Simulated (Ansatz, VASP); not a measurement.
## One calculation of Ni2H, two programs

```xyz
3
Lattice="2.4909 0.0000 0.0000 -1.2455 2.1572 0.0000 0.0000 0.0000 4.1177" Properties=species:S:1:pos:R:3 pbc="T T T"
Ni    1.2455    0.7191    3.1642
Ni    0.0000    1.4381    1.1840
H     0.0000    0.0000    0.1153
```

Alike in both runs: functional LDA; k mesh 18 × 18 × 10; occupations fermi-dirac, width 0.15 eV; no spin polarisation.

Ansatz relaxed the structure, and its values are those at the end. VASP's run is a single point on that final structure, the one shown.

|  | VASP | Ansatz |
| --- | --- | --- |
| version | VASP 6.6.1 | Ansatz 0.2.0 |
| potentials or method | VASP PAW LDA potentials, release 64 (Ni, H), cutoff 520 eV | scalar-relativistic, plane waves, PAW |
| valence electrons in the cell | 21 | 37 |

|  | VASP | Ansatz | Ansatz less VASP |
| --- | --- | --- | --- |
| gap on the k mesh at the Fermi level (eV) | none | none | - |
| pressure (GPa) | -0.1 | 0.0 | +0.15 |
| rms of the force components (eV/Å) | 0.006 | 0.000 | -0.0065 |

LDA's correlation is that of Perdew and Zunger in VASP and of Perdew and Wang (1992) in Ansatz. A gap of «none» marks a metal or a gap that the smearing closes. VASP's potentials hold 21 valence electrons a cell and Ansatz's 37, so a difference there can come from the potentials and not from the codes.
